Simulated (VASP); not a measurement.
# AlN (sol2) (R3m) in VASP: notebook

The runs below take AlN (sol2) through single point, with PBEsol.

Program: VASP 6.6.1. These are calculated values, not measurements. Logs are shortened: lines on timing, memory, paths and dates and some standing lists are left out, and cuts for length are marked.

## 1. The cell of the first run

It takes space group R3m (No. 160, trigonal). The conventional cell has a = 3.080 Å, b = 3.080 Å, c = 7.733 Å, α = 90.00°, β = 90.00°, γ = 120.00°. Within 2.5 Å of Al (site symmetry 3m) lie 4 N at 1.90 to 1.92 Å. Within 2.5 Å of N (site symmetry 3m) lie 4 Al at 1.90 to 1.92 Å.

## 2. Single point, PBEsol (strained cell)

INCAR

```
SYSTEM = AlN
PREC = Accurate ; ENCUT = 600
EDIFF = 1E-6 ; ISMEAR = 0
SIGMA = 0.02 ; LREAL = .FALSE.
LASPH = .TRUE. ; NELM = 120
ALGO = Normal ; ISIF = 2
LWAVE = .FALSE. ; LCHARG = .FALSE.
GGA = PS ; NBANDS = 11
GGA_COMPAT = .FALSE.
```

KPOINTS

```
Automatic mesh
0
G
  9 9 9
  0 0 0
```

POSCAR

```
AlN
1.0
    0.0364781651      2.2142246193      2.2142246193
    2.2142246193      0.0364781651      2.2142246193
    2.2142246193      2.2142246193      0.0364781651
Al N
1 1
Direct
    0.0010688233      0.0010688233      0.0010688233
    0.2489311767      0.2489311767      0.2489311767
```

Potentials or basis: VASP PAW PBE potentials, release 64 (Al, N).

Started as:

```console
cat potpaw_PBE.64/Al/POTCAR potpaw_PBE.64/N/POTCAR > POTCAR
mpirun -np 1 vasp_std > vasp.out
```

OUTCAR:

```text
SYSTEM = AlN
   PREC = Accurate
   ENCUT = 600
   EDIFF = 1E-6
   ISMEAR = 0
   LREAL = .FALSE.
   LASPH = .TRUE.
   NELM = 120
   ISIF = 2
   GGA = PS

 ion  position               nearest neighbor table
   1  0.001  0.001  0.001-   2 1.90   2 1.90   2 1.90   2 1.92
   2  0.249  0.249  0.249-   1 1.90   1 1.90   1 1.90   1 1.92

  LATTYP: Found a trigonal (rhomboedric) cell.
 ALAT       =     3.1315989504
 COS(alpha) =     0.5164043865

  Lattice vectors:

 A1 = (   0.0364781651,   2.2142246193,   2.2142246193)
 A2 = (   2.2142246193,   0.0364781651,   2.2142246193)
 A3 = (   2.2142246193,   2.2142246193,   0.0364781651)

Analysis of symmetry for initial positions (statically):
=====================================================================
 Subroutine PRICEL returns:
 Original cell was already a primitive cell.

 Routine SETGRP: Setting up the symmetry group for a
 trigonal (rhombohedral) supercell.

 Subroutine GETGRP returns: Found  6 space group operations
 (whereof  6 operations were pure point group operations)
 out of a pool of 12 trial point group operations.

The static configuration has the point symmetry C_3v.

Analysis of symmetry for dynamics (positions and initial velocities):
=====================================================================
 Subroutine PRICEL returns:
 Original cell was already a primitive cell.

 Routine SETGRP: Setting up the symmetry group for a
 trigonal (rhombohedral) supercell.

 Subroutine GETGRP returns: Found  6 space group operations
 (whereof  6 operations were pure point group operations)
 out of a pool of 12 trial point group operations.

The dynamic configuration has the point symmetry C_3v.

 Subroutine INISYM returns: Found  6 space group operations
 (whereof  6 operations are pure point group operations),
 and found     1 'primitive' translations

----------------------------------------------------------------------------------------

                                     Primitive cell

  volume of cell :      21.1753

  direct lattice vectors                    reciprocal lattice vectors
     0.036478165  2.214224619  2.214224619    -0.231470916  0.227719362  0.227719362
     2.214224619  0.036478165  2.214224619     0.227719362 -0.231470916  0.227719362
     2.214224619  2.214224619  0.036478165     0.227719362  0.227719362 -0.231470916

  length of vectors
     3.131598950  3.131598950  3.131598950     0.396599295  0.396599295  0.396599295

  position of ions in fractional coordinates (direct lattice)
     0.001068823  0.001068823  0.001068823
     0.248931177  0.248931177  0.248931177

  ion indices of the primitive-cell ions
   primitive index   ion index
                 1           1
[... 80 lines left out ...]
   ISYM   =      2    0-nonsym 1-usesym 2-fastsym
   POTIM  = 0.5000    time-step for ionic-motion
   TEBEG  =    0.0;   TEEND  =   0.0 temperature during run
   PSTRESS=    0.0 pullay stress
   NELECT =       8.0000    total number of electrons
   NUPDOWN=      -1.0000    fix difference up-down
   EMIN   =  10.00;   EMAX   =-10.00  energy-range for DOS
   EFERMI =   0.00;   METHOD = LEGACY
   ISMEAR =     0;   SIGMA  =   0.02  broadening in eV -4-tet -1-fermi 0-gaus
   EFERMI_NEDOS =   21; number of points for ismear=-14 and -15
   IALGO  =     38    algorithm
   IMIX   =      4    mixing-type and parameters
     AMIX     =   0.40;   BMIX     =  1.00
     AMIX_MAG =   1.60;   BMIX_MAG =  1.00
  volume/ion in A,a.u.               =      10.59        71.45
  Fermi-wavevector in a.u.,A,eV,Ry     =   1.183482  2.236458 19.056737  1.400631
  Thomas-Fermi vector in A             =   2.319716
   LORBIT       =      0    0 simple, 1 ext, 2 COOP (PROOUT), +10 PAW based schemes
   GGA     = PS    functional components
   LHFCALC =     F    Hartree Fock is set to
   AEXX    =    0.0000 exact exchange contribution
   IVDW    =     0    specifies the selected vdW correction
   LEPSILON=     F    determine dielectric tensor
   LRPA    =     F    only Hartree local field effects (RPA)
 non-spin polarized calculation
 Gauss-broadening in eV      SIGMA  =   0.02
  energy-cutoff  :      600.00
  volume of cell :       21.18
 maximum number of plane-waves:       716
 NGX is ok and might be reduce to    28
   NGX = 13   NGY = 13   NGZ = 13

 number of electron       8.0000000 magnetization

 Free energy of the ion-electron system (eV)
  ---------------------------------------------------
  ext. energy  EPLUGINS =         0.00000000
  ---------------------------------------------------
  free energy    TOTEN  =       -15.60203404 eV

  energy without entropy =      -15.60203404  energy(sigma->0) =      -15.60203404

 E-fermi :   5.9399     XC(G=0): -11.0589

 val. band max:        5.8004884367   @ k =   0.0000   0.0000   0.0000
 cond. band min:       9.0792622946   @ k =   0.4444   0.4444   0.0000
 fundamental gap:      3.2787738579
 Fermi energy:         5.9398633751

 k-point     1 :       0.0000    0.0000    0.0000
  band No.  band energies     occupation
      1      -9.1379      2.00000
      2       5.5869      2.00000
      3       5.8005      2.00000
      4       5.8005      2.00000
      5       9.6990      0.00000
      6      17.6350      0.00000
      7      18.2547      0.00000
      8      18.2547      0.00000
      9      23.1791      0.00000
     10      23.1791      0.00000
     11      24.3701      0.00000
[... 309 lines left out ...]
 k-point    24 :       0.4444    0.4444    0.0000
  band No.  band energies     occupation
      1      -6.5844      2.00000
      2       0.9582      2.00000
      3       3.8854      2.00000
      4       4.1175      2.00000
      5       9.0793      0.00000
      6      14.2078      0.00000
      7      19.1294      0.00000
      8      20.9971      0.00000
      9      21.0944      0.00000
     10      28.7317      0.00000
     11      28.8900      0.00000

 [... further k-points ...]
[... 5 lines left out ...]
  --------------------------------------------------------------------------------------
  -------------------------------------------------------------------------------------
  Total       -0.2698817     -0.2698817     -0.2698817     -0.4000029     -0.4000029     -0.4000029
  in kB      -20.4199614    -20.4199614    -20.4199614    -30.2652830    -30.2652830    -30.2652830
  external PRESSURE =     -20.4199614 kB  Pullay stress =       0.0000000 kB

 VOLUME and BASIS-vectors are now :
 -----------------------------------------------------------------------------
  energy-cutoff  :      600.00
  volume of cell :       21.18
      direct lattice vectors                 reciprocal lattice vectors
     0.036478165  2.214224619  2.214224619    -0.231470916  0.227719362  0.227719362
     2.214224619  0.036478165  2.214224619     0.227719362 -0.231470916  0.227719362
     2.214224619  2.214224619  0.036478165     0.227719362  0.227719362 -0.231470916

 POSITION                                       TOTAL-FORCE (eV/Angst)
 -----------------------------------------------------------------------------------
      0.00477      0.00477      0.00477         0.001270      0.001270      0.001270
      1.11146      1.11146      1.11146        -0.001270     -0.001270     -0.001270
 -----------------------------------------------------------------------------------
    total drift:                               -0.000071     -0.000071     -0.000071

  FREE ENERGIE OF THE ION-ELECTRON SYSTEM (eV)
  ---------------------------------------------------
  free  energy   TOTEN  =       -15.6020340392 eV

  energy  without entropy=      -15.6020340392  energy(sigma->0) =      -15.60203404
```

OSZICAR:

```text
N       E                     dE             d eps       ncg     rms          rms(c)
DAV:   1     0.138099268397E+02    0.13810E+02   -0.41540E+03  1894   0.682E+02
DAV:   2    -0.166543758982E+02   -0.30464E+02   -0.29102E+02  2225   0.154E+02
DAV:   3    -0.177989165418E+02   -0.11445E+01   -0.11427E+01  2335   0.283E+01
DAV:   4    -0.178050223448E+02   -0.61058E-02   -0.61053E-02  2125   0.218E+00
DAV:   5    -0.178050946770E+02   -0.72332E-04   -0.72332E-04  2284   0.234E-01    0.820E+00
DAV:   6    -0.156425292174E+02    0.21626E+01   -0.10862E+01  2310   0.170E+01    0.281E+00
DAV:   7    -0.156205332291E+02    0.21996E-01   -0.14478E-01  2095   0.297E+00    0.198E+00
DAV:   8    -0.156032822692E+02    0.17251E-01   -0.28399E-02  2116   0.168E+00    0.551E-01
DAV:   9    -0.156020233645E+02    0.12589E-02   -0.34881E-03  2275   0.387E-01    0.225E-01
DAV:  10    -0.156020329271E+02   -0.95626E-05   -0.30818E-04  2092   0.119E-01    0.169E-02
DAV:  11    -0.156020340499E+02   -0.11228E-05   -0.32708E-06  2269   0.159E-02    0.119E-02
DAV:  12    -0.156020340392E+02    0.10761E-07   -0.29647E-07  1211   0.479E-03
   1 F= -.15602034E+02 E0= -.15602034E+02  d E =-.251146E-25
```

Wall time 20 s (1 thread of Intel Xeon 6975P-C, shared host); peak memory 0.16 GiB.

What came out:

- Free energy: -15.6020 eV
- Pressure: -2.0 GPa
- Band gap on the k mesh: 3.28 eV, indirect (least direct gap 3.90 eV)

Forces in eV/Å, atoms in the order of the input:
```
Al   0.001  0.001  0.001
N   -0.001 -0.001 -0.001
```

Stress tensor (GPa, compression positive):
```
-2.04 -3.03 -3.03
-3.03 -2.04 -3.03
-3.03 -3.03 -2.04
```

Caveat: the cell differs from its parent crystal (strained cell); the PAW data sets were made with another functional, which shifts forces and pressure a little.

## 3. Single point, PBEsol (strained cell)

INCAR

```
ALGO = Normal
EDIFF = 1E-6
ENCUT = 600
GGA = PS
GGA_COMPAT = F
ISIF = 2
ISMEAR = 0
LASPH = T
LCHARG = F
LREAL = F
LWAVE = F
NBANDS = 11
NELM = 120
PREC = Accurate
SIGMA = 0.02
```

KPOINTS

```
k-points
0
Gamma
  9 9 9
```

POSCAR

```
AlN
1.0
    0.0259176260      2.2195048888      2.2195048888
    2.2195048888      0.0259176260      2.2195048888
    2.2195048888      2.2195048888      0.0259176260
Al N
1 1
Direct
    0.0007287067      0.0007287067      0.0007287067
    0.2492712933      0.2492712933      0.2492712933
```

Potentials or basis: VASP PAW PBE potentials, release 64 (Al, N).

Started as:

```console
cat potpaw_PBE.64/Al/POTCAR potpaw_PBE.64/N/POTCAR > POTCAR
mpirun -np 1 vasp_std > vasp.out
```

It took 21 s on 1 thread of Intel Xeon 6975P-C, shared host; peak memory 0.16 GiB.

The run converged. Its results:

```
Free energy            : -15.6008 eV
Pressure               : -4.8 GPa
Band gap on the k mesh : 3.30 eV, indirect (least direct gap 3.81 eV)
```

Stress tensor (GPa, compression positive):
```
-4.80 -2.09 -2.09
-2.09 -4.80 -2.09
-2.09 -2.09 -4.80
```

Levels at points of the mesh, in eV from the valence-band top:
```tsv
k point	band 1	band 2	band 3	band 4	band 5	band 6	band 7	band 8
(0.00, 0.00, 0.00)	-14.83	-0.15	0.00	0.00	3.81	11.84	12.27	12.27
```

Caveat: the cell differs from its parent crystal (strained cell); the PAW data sets were made with another functional, which shifts forces and pressure a little. A k mesh can miss the band edges.
